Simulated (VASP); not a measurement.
# AlN (Fm-3m) in VASP: notebook

AlN is run at these levels: RPBE; tasks: single point, relaxation of cell and atoms.

The COD entry that gives the cell may itself be a prediction, so a difference from it is no test against experiment.

Everything below comes from runs of VASP 6.6.1. Logs are shortened: lines on timing, memory, paths and dates and some standing lists are left out, and cuts for length are marked.

## 1. The cell of the first run

Symmetry: Fm-3m, No. 225, cubic system. Conventional cell: a = 4.095 Å, b = 4.095 Å, c = 4.095 Å, α = 90.00°, β = 90.00°, γ = 90.00°. Within 2.7 Å of Al (site symmetry m-3m) lie 6 N at 2.05 Å. Within 2.7 Å of N (site symmetry m-3m) lie 6 Al at 2.05 Å.

## 2. Single point, RPBE

The input, INCAR:

```
ALGO = Normal ; EDIFF = 1E-6
ENCUT = 520 ; GGA = RP
ISIF = 2 ; ISMEAR = 0
LASPH = True ; LCHARG = True
LELF = True ; LREAL = False
LVHAR = True ; LWAVE = False
NBANDS = 11 ; NELM = 60
PREC = Accurate ; SIGMA = 0.01
```

The input, KPOINTS:

```
k-points
0
Gamma
  8 8 8
```

The input, POSCAR:

```
AlN
1.0
    0.0000000000      2.0477479319      2.0477479319
    2.0477479319      0.0000000000      2.0477479319
    2.0477479319      2.0477479319      0.0000000000
Al N
1 1
Direct
    0.0000000000      0.0000000000      0.0000000000
    0.5000000000      0.5000000000      0.5000000000
```

Potentials or basis: VASP PAW PBE potentials, release 64 (Al, N).

Launch:

```sh
> cat potpaw_PBE.64/Al/POTCAR potpaw_PBE.64/N/POTCAR > POTCAR
> mpirun -np 1 vasp_std > vasp.out
```

OUTCAR:

```text
EDIFF = 1E-6
   ENCUT = 520
   GGA = RP
   ISIF = 2
   ISMEAR = 0
   LASPH = True
   LREAL = False
   NELM = 60
   PREC = Accurate

 ion  position               nearest neighbor table
   1  0.000  0.000  0.000-   2 2.05   2 2.05   2 2.05   2 2.05   2 2.05   2 2.05
   2  0.500  0.500  0.500-   1 2.05   1 2.05   1 2.05   1 2.05   1 2.05   1 2.05

  LATTYP: Found a face centered cubic cell.
 ALAT       =     4.0954958638

  Lattice vectors:

 A1 = (   0.0000000000,   2.0477479319,   2.0477479319)
 A2 = (   2.0477479319,   0.0000000000,   2.0477479319)
 A3 = (   2.0477479319,   2.0477479319,   0.0000000000)

Analysis of symmetry for initial positions (statically):
=====================================================================
 Subroutine PRICEL returns:
 Original cell was already a primitive cell.

 Routine SETGRP: Setting up the symmetry group for a
 face centered cubic supercell.

 Subroutine GETGRP returns: Found 48 space group operations
 (whereof 48 operations were pure point group operations)
 out of a pool of 48 trial point group operations.

The static configuration has the point symmetry O_h .

Analysis of symmetry for dynamics (positions and initial velocities):
=====================================================================
 Subroutine PRICEL returns:
 Original cell was already a primitive cell.

 Routine SETGRP: Setting up the symmetry group for a
 face centered cubic supercell.

 Subroutine GETGRP returns: Found 48 space group operations
 (whereof 48 operations were pure point group operations)
 out of a pool of 48 trial point group operations.

The dynamic configuration has the point symmetry O_h .

 Subroutine INISYM returns: Found 48 space group operations
 (whereof 48 operations are pure point group operations),
 and found     1 'primitive' translations

----------------------------------------------------------------------------------------

                                     Primitive cell

  volume of cell :      17.1735

  direct lattice vectors                    reciprocal lattice vectors
     0.000000000  2.047747932  2.047747932    -0.244170678  0.244170678  0.244170678
     2.047747932  0.000000000  2.047747932     0.244170678 -0.244170678  0.244170678
     2.047747932  2.047747932  0.000000000     0.244170678  0.244170678 -0.244170678

  length of vectors
     2.895952898  2.895952898  2.895952898     0.422916019  0.422916019  0.422916019

  position of ions in fractional coordinates (direct lattice)
     0.000000000  0.000000000  0.000000000
     0.500000000  0.500000000  0.500000000

  ion indices of the primitive-cell ions
   primitive index   ion index
                 1           1
                 2           2

----------------------------------------------------------------------------------------

 KPOINTS: k-points

Automatic generation of k-mesh.
 Grid dimensions read from file:
 generate k-points for:    8    8    8

 Generating k-lattice:

  Cartesian coordinates                     Fractional coordinates (reciprocal lattice)
    -0.030521335  0.030521335  0.030521335     0.125000000  0.000000000  0.000000000
     0.030521335 -0.030521335  0.030521335     0.000000000  0.125000000  0.000000000
     0.030521335  0.030521335 -0.030521335     0.000000000  0.000000000  0.125000000

  Length of vectors
     0.052864502  0.052864502  0.052864502

  Shift w.r.t. Gamma in fractional coordinates (k-lattice)
     0.000000000  0.000000000  0.000000000

 Subroutine IBZKPT returns following result:
 ===========================================

 Found     29 irreducible k-points:

 Following reciprocal coordinates:
            Coordinates               Weight
  0.000000  0.000000  0.000000      1.000000
  0.125000  0.000000  0.000000      8.000000
  0.250000  0.000000  0.000000      8.000000
  0.375000  0.000000  0.000000      8.000000
  0.500000  0.000000  0.000000      4.000000
  0.125000  0.125000  0.000000      6.000000
[... 16 lines left out ...]
  0.500000  0.250000  0.125000     48.000000
 -0.375000  0.250000  0.125000     24.000000
 [... further k-points ...]
   k-points           NKPTS =     29   k-points in BZ     NKDIM =     29   number of bands    NBANDS=     11
   number of dos      NEDOS =    301   number of ions     NIONS =      2
   total plane-waves  NPLWV =  13824
   dimension x,y,z NGX =    24 NGY =   24 NGZ =   24
   dimension x,y,z NGXF=    48 NGYF=   48 NGZF=   48
   ions per type =               1   1
   NGX,Y,Z   is equivalent  to a cutoff of  13.78, 13.78, 13.78 a.u.
   NGXF,Y,Z  is equivalent  to a cutoff of  27.56, 27.56, 27.56 a.u.
 SYSTEM =  unknown system
   PREC   = accura    normal or accurate (medium, high low for compatibility)
   ISTART =      0    job   : 0-new  1-cont  2-samecut
   ICHARG =      2    charge: 1-file 2-atom 10-const
   ISPIN  =      1    spin polarized calculation?
   LNONCOLLINEAR =      F non collinear calculations
   LSORBIT =      F    spin-orbit coupling
   LASPH  =      T    aspherical Exc in radial PAW
   ENCUT  =  520.0 eV  38.22 Ry    6.18 a.u.   5.38  5.38  5.38*2*pi/ulx,y,z
   NELM   =     60;   NELMIN=  2; NELMDL= -5     # of ELM steps
   EDIFF  = 0.1E-05   stopping-criterion for ELM
   LREAL  =      F    real-space projection
   EDIFFG = 0.1E-04   stopping-criterion for IOM
   NSW    =      0    number of steps for IOM
   IBRION =     -1    ionic relax: 0-MD 1-quasi-New 2-CG
   NFREE  =      0    steps in history (QN), initial steepest desc. (CG)
   ISIF   =      2    stress and relaxation
   ISYM   =      2    0-nonsym 1-usesym 2-fastsym
   POTIM  = 0.5000    time-step for ionic-motion
   TEBEG  =    0.0;   TEEND  =   0.0 temperature during run
   PSTRESS=    0.0 pullay stress
   NELECT =       8.0000    total number of electrons
   NUPDOWN=      -1.0000    fix difference up-down
   EMIN   =  10.00;   EMAX   =-10.00  energy-range for DOS
   EFERMI =   0.00;   METHOD = LEGACY
   ISMEAR =     0;   SIGMA  =   0.01  broadening in eV -4-tet -1-fermi 0-gaus
   EFERMI_NEDOS =   21; number of points for ismear=-14 and -15
   IALGO  =     38    algorithm
   IMIX   =      4    mixing-type and parameters
     AMIX     =   0.40;   BMIX     =  1.00
     AMIX_MAG =   1.60;   BMIX_MAG =  1.00
  volume/ion in A,a.u.               =       8.59        57.95
  Fermi-wavevector in a.u.,A,eV,Ry     =   1.269068  2.398191 21.912650  1.610534
  Thomas-Fermi vector in A             =   2.402129
   LORBIT       =      0    0 simple, 1 ext, 2 COOP (PROOUT), +10 PAW based schemes
   GGA     = RP    functional components
   LHFCALC =     F    Hartree Fock is set to
   AEXX    =    0.0000 exact exchange contribution
   IVDW    =     0    specifies the selected vdW correction
   LEPSILON=     F    determine dielectric tensor
   LRPA    =     F    only Hartree local field effects (RPA)
 non-spin polarized calculation
 Gauss-broadening in eV      SIGMA  =   0.01
  energy-cutoff  :      520.00
  volume of cell :       17.17
 maximum number of plane-waves:       477
 NGX is ok and might be reduce to    24
   NGX = 11   NGY = 11   NGZ = 11

 number of electron       8.0000000 magnetization

 Free energy of the ion-electron system (eV)
  ---------------------------------------------------
  ext. energy  EPLUGINS =         0.00000000
  ---------------------------------------------------
  free energy    TOTEN  =       -13.78482802 eV

  energy without entropy =      -13.78482802  energy(sigma->0) =      -13.78482802

 E-fermi :   9.6764     XC(G=0): -12.0090

 val. band max:        9.5890642027   @ k =   0.0000   0.0000   0.0000
 cond. band min:      13.9403550462   @ k =   0.5000   0.5000   0.0000
 fundamental gap:      4.3512908435
 Fermi energy:         9.6764303661

 k-point     1 :       0.0000    0.0000    0.0000
  band No.  band energies     occupation
      1      -7.6695      2.00000
      2       9.5891      2.00000
      3       9.5891      2.00000
      4       9.5891      2.00000
      5      14.7427      0.00000
      6      21.6393      0.00000
      7      21.6393      0.00000
      8      21.6393      0.00000
      9      26.6649      0.00000
     10      27.0912      0.00000
     11      27.0912      0.00000

 k-point     2 :       0.1250    0.0000    0.0000
  band No.  band energies     occupation
      1      -7.3636      2.00000
      2       8.0954      2.00000
      3       9.4149      2.00000
      4       9.4149      2.00000
      5      15.6512      0.00000
      6      20.4678      0.00000
      7      22.0293      0.00000
      8      22.0293      0.00000
      9      25.1499      0.00000
     10      25.1499      0.00000
     11      27.3142      0.00000

 k-point     3 :       0.2500    0.0000    0.0000
  band No.  band energies     occupation
      1      -6.4956      2.00000
      2       5.3289      2.00000
      3       9.0355      2.00000
      4       9.0355      2.00000
      5      16.1411      0.00000
      6      20.4472      0.00000
      7      21.6900      0.00000
      8      21.6900      0.00000
      9      25.5144      0.00000
     10      25.5144      0.00000
     11      26.3251      0.00000

 k-point     4 :       0.3750    0.0000    0.0000
  band No.  band energies     occupation
      1      -5.2998      2.00000
      2       2.7477      2.00000
      3       8.7014      2.00000
      4       8.7014      2.00000
      5      15.7052      0.00000
      6      20.7294      0.00000
      7      20.7294      0.00000
      8      21.8042      0.00000
      9      25.5423      0.00000
     10      28.0542      0.00000
     11      28.0542      0.00000
[... 239 lines left out ...]
 k-point    22 :       0.3750    0.2500    0.1250
  band No.  band energies     occupation
      1      -5.7826      2.00000
      2       4.9501      2.00000
      3       7.1391      2.00000
      4       8.4651      2.00000
      5      17.8388      0.00000
      6      18.3389      0.00000
      7      19.5863      0.00000
      8      23.1306      0.00000
      9      24.5024      0.00000
     10      28.8372      0.00000
     11      30.6448      0.00000

 k-point    23 :       0.5000    0.2500    0.1250
  band No.  band energies     occupation
      1      -4.7171      2.00000
      2       3.3047      2.00000
      3       6.2421      2.00000
      4       7.9503      2.00000
      5      17.6890      0.00000
      6      18.4971      0.00000
      7      20.1598      0.00000
      8      22.5350      0.00000
      9      26.1993      0.00000
     10      29.3182      0.00000
     11      31.1040      0.00000

 k-point    24 :      -0.3750    0.2500    0.1250
  band No.  band energies     occupation
      1      -4.1198      2.00000
      2       2.4049      2.00000
      3       6.0215      2.00000
      4       7.6922      2.00000
      5      17.7799      0.00000
      6      17.9101      0.00000
      7      21.5909      0.00000
      8      22.0753      0.00000
      9      27.3591      0.00000
     10      28.2201      0.00000
     11      31.6314      0.00000

 [... further k-points ...]
[... 5 lines left out ...]
  --------------------------------------------------------------------------------------
  -------------------------------------------------------------------------------------
  Total       -0.0760400     -0.0760400     -0.0760400      0.0000000      0.0000000      0.0000000
  in kB       -7.0940322     -7.0940322     -7.0940322      0.0000000      0.0000000      0.0000000
  external PRESSURE =      -7.0940322 kB  Pullay stress =       0.0000000 kB

 VOLUME and BASIS-vectors are now :
 -----------------------------------------------------------------------------
  energy-cutoff  :      520.00
  volume of cell :       17.17
      direct lattice vectors                 reciprocal lattice vectors
     0.000000000  2.047747932  2.047747932    -0.244170678  0.244170678  0.244170678
     2.047747932  0.000000000  2.047747932     0.244170678 -0.244170678  0.244170678
     2.047747932  2.047747932  0.000000000     0.244170678  0.244170678 -0.244170678

 POSITION                                       TOTAL-FORCE (eV/Angst)
 -----------------------------------------------------------------------------------
      0.00000      0.00000      0.00000        -0.000000      0.000000      0.000000
      2.04775      2.04775      2.04775         0.000000      0.000000     -0.000000
 -----------------------------------------------------------------------------------
    total drift:                               -0.000000     -0.000000      0.000000

  FREE ENERGIE OF THE ION-ELECTRON SYSTEM (eV)
  ---------------------------------------------------
  free  energy   TOTEN  =       -13.7848280201 eV

  energy  without entropy=      -13.7848280201  energy(sigma->0) =      -13.78482802
```

It took 6.9 s on 1 thread of AMD EPYC 7R13 (Zen 3), shared host; peak memory 0.1 GiB.

What came out:

```
Free energy            : -13.7848 eV
Pressure               : -0.7 GPa
Band gap on the k mesh : 4.35 eV, indirect (least direct gap 5.15 eV)
```

Caveat: the PAW data sets were made with another functional, which shifts forces and pressure a little. A hybrid or GW would open this gap; RPBE tends to underestimate it.

## 3. Relaxation of cell and atoms, RPBE

This run uses another cell than the first one, of 7.63 Å³/atom, 0.889 times its volume.

The input, INCAR:

```
SYSTEM = AlN
ALGO = Normal
EDIFF = 1E-7
EDIFFG = -0.01
ENCUT = 600
GGA = RP
IBRION = 2
ISIF = 3
ISMEAR = 0
LASPH = .TRUE.
LCHARG = .FALSE.
LREAL = .FALSE.
LWAVE = .FALSE.
NELM = 60
NSW = 80
PREC = Accurate
SIGMA = 0.01
```

The input, KPOINTS:

```
k-points
0
G
  8 8 8
  0 0 0
```

The input, POSCAR:

```
AlN
1.0
    0.0000000000      1.9690000000      1.9690000000
    1.9690000000      0.0000000000      1.9690000000
    1.9690000000      1.9690000000      0.0000000000
Al N
1 1
Direct
    0.0000000000      0.0000000000      0.0000000000
    0.5000000000      0.5000000000      0.5000000000
```

Potentials or basis: VASP PAW PBE potentials, release 64 (Al, N).

Launch:

```sh
> cat potpaw_PBE.64/Al/POTCAR potpaw_PBE.64/N/POTCAR > POTCAR
> mpirun -np 1 vasp_std > vasp.out
```

OUTCAR:

```text
SYSTEM = AlN
   EDIFF = 1E-7
   EDIFFG = -0.01
   ENCUT = 600
   GGA = RP
   IBRION = 2
   ISIF = 3
   ISMEAR = 0
   LASPH = .TRUE.
   LREAL = .FALSE.
   NELM = 60
   NSW = 80
   PREC = Accurate

 ion  position               nearest neighbor table
   1  0.000  0.000  0.000-   2 1.97   2 1.97   2 1.97   2 1.97   2 1.97   2 1.97
   2  0.500  0.500  0.500-   1 1.97   1 1.97   1 1.97   1 1.97   1 1.97   1 1.97

  LATTYP: Found a face centered cubic cell.
 ALAT       =     3.9380000000

  Lattice vectors:

 A1 = (   0.0000000000,   1.9690000000,   1.9690000000)
 A2 = (   1.9690000000,   0.0000000000,   1.9690000000)
 A3 = (   1.9690000000,   1.9690000000,   0.0000000000)

Analysis of symmetry for initial positions (statically):
=====================================================================
 Subroutine PRICEL returns:
 Original cell was already a primitive cell.

 Routine SETGRP: Setting up the symmetry group for a
 face centered cubic supercell.

 Subroutine GETGRP returns: Found 48 space group operations
 (whereof 48 operations were pure point group operations)
 out of a pool of 48 trial point group operations.

The static configuration has the point symmetry O_h .

Analysis of symmetry for dynamics (positions and initial velocities):
=====================================================================
 Subroutine PRICEL returns:
[... 147 lines left out ...]
   NGX = 11   NGY = 11   NGZ = 11

--------------------------------------- Ionic step        1  -------------------------------------------

 number of electron       8.0000000 magnetization

 Free energy of the ion-electron system (eV)
  ---------------------------------------------------
  ext. energy  EPLUGINS =         0.00000000
  ---------------------------------------------------
  free energy    TOTEN  =       -13.60039628 eV

  energy without entropy =      -13.60039628  energy(sigma->0) =      -13.60039628

 E-fermi :  11.2045     XC(G=0): -12.5689

 val. band max:       11.1395842538   @ k =   0.0000   0.0000   0.0000
 cond. band min:      16.3002256409   @ k =   0.5000   0.5000   0.0000
 fundamental gap:      5.1606413871
 Fermi energy:        11.2045103095

 k-point     1 :       0.0000    0.0000    0.0000
  band No.  band energies     occupation
      1      -7.2039      2.00000
      2      11.1396      2.00000
      3      11.1396      2.00000
      4      11.1396      2.00000
      5      18.0245      0.00000
      6      23.5663      0.00000
      7      23.5663      0.00000
      8      23.5663      0.00000
[... 360 lines left out ...]
--------------------------------------- Ionic step        4  -------------------------------------------

 number of electron       8.0000000 magnetization

 Free energy of the ion-electron system (eV)
  ---------------------------------------------------
  ext. energy  EPLUGINS =         0.00000000
  ---------------------------------------------------
  free energy    TOTEN  =       -13.78384170 eV

  energy without entropy =      -13.78384170  energy(sigma->0) =      -13.78384170

 E-fermi :   9.6823     XC(G=0): -12.0241

 val. band max:        9.6295361069   @ k =   0.0000   0.0000   0.0000
 cond. band min:      14.0112317889   @ k =   0.5000   0.5000   0.0000
 fundamental gap:      4.3816956820
 Fermi energy:         9.6822557587

 k-point     1 :       0.0000    0.0000    0.0000
  band No.  band energies     occupation
      1      -7.6582      2.00000
      2       9.6295      2.00000
      3       9.6295      2.00000
      4       9.6295      2.00000
      5      14.8282      0.00000
      6      21.6904      0.00000
      7      21.6904      0.00000
      8      21.6904      0.00000
[... 282 lines left out ...]
  FREE ENERGIE OF THE ION-ELECTRON SYSTEM (eV)
  ---------------------------------------------------
  free  energy   TOTEN  =       -13.7838416954 eV

  energy  without entropy=      -13.7838416954  energy(sigma->0) =      -13.78384170

 reached required accuracy - stopping structural energy minimisation
```

OSZICAR:

```text
N       E                     dE             d eps       ncg     rms          rms(c)
DAV:   1     0.154113177679E+02    0.15411E+02   -0.49248E+03   488   0.998E+02
DAV:   2    -0.149442551751E+02   -0.30356E+02   -0.28859E+02   648   0.180E+02
DAV:   3    -0.153698704830E+02   -0.42562E+00   -0.42562E+00   584   0.246E+01
[... 33 lines left out ...]
DAV:   1    -0.137839466784E+02   -0.15677E-03   -0.28932E-03   496   0.507E-01    0.731E-02
DAV:   2    -0.137838442082E+02    0.10247E-03   -0.53281E-04   504   0.167E-01    0.172E-02
DAV:   3    -0.137838424000E+02    0.18083E-05   -0.11303E-05   592   0.337E-02    0.626E-03
DAV:   4    -0.137838417402E+02    0.65976E-06   -0.32102E-07   464   0.638E-03    0.235E-03
DAV:   5    -0.137838416954E+02    0.44788E-07   -0.41368E-08   232   0.222E-03
   4 F= -.13783842E+02 E0= -.13783842E+02  d E =-.183445E+00
```

CONTCAR:

```text
AlN
   1.00000000000000
    -0.0000000000000000    2.0455380202949782    2.0455380202949782
     2.0455380202949782   -0.0000000000000000    2.0455380202949782
     2.0455380202949782    2.0455380202949782    0.0000000000000000
  Al              N
     1     1
Direct
     0.0000000000000000    0.0000000000000000    0.0000000000000000
     0.5000000000000000    0.5000000000000000    0.5000000000000000

  0.00000000E+00  0.00000000E+00  0.00000000E+00
  0.00000000E+00  0.00000000E+00  0.00000000E+00
```

Wall time 16 s (1 thread of AMD EPYC 7R13 (Zen 3), shared host); peak memory 0.1 GiB.

What came out:

```
Free energy                            : -13.7838 eV
Relaxed volume                         : 8.56 Å³/atom
Relaxed cell                           : a = 2.893 Å, b = 2.893 Å, c = 2.893 Å, α = 60.00°, β = 60.00°, γ = 60.00°
Space group after relaxing (to 0.05 Å) : Fm-3m (No. 225)
Energy gained by relaxing              : 91.7 meV/atom
Ionic steps                            : 4
Pressure after relaxing                : 0.1 GPa
Band gap on the k mesh                 : 4.38 eV, indirect (least direct gap 5.20 eV)
```

Step by step:
| step | energy change (eV) | largest force (eV/Å) | pressure (GPa) | volume (Å³) |
| --- | --- | --- | --- | --- |
| 1 | 0.0000 | 0.0000 | 34.87 | 15.27 |
| 2 | -0.0208 | 0.0000 | -22.32 | 19.24 |
| 3 | -0.1834 | 0.0000 | -0.48 | 17.16 |
| 4 | -0.1834 | 0.0000 | 0.07 | 17.12 |

Final structure:
```
CELL_PARAMETERS angstrom
0.00000 2.04554 2.04554
2.04554 0.00000 2.04554
2.04554 2.04554 0.00000
ATOMIC_POSITIONS crystal
Al 0.00000 0.00000 0.00000
N 0.50000 0.50000 0.50000
```

Caveat: the PAW data sets were made with another functional, which shifts forces and pressure a little; the volume moved by +12 % from the deposited cell, more than functionals usually miss. A k mesh can miss the band edges.
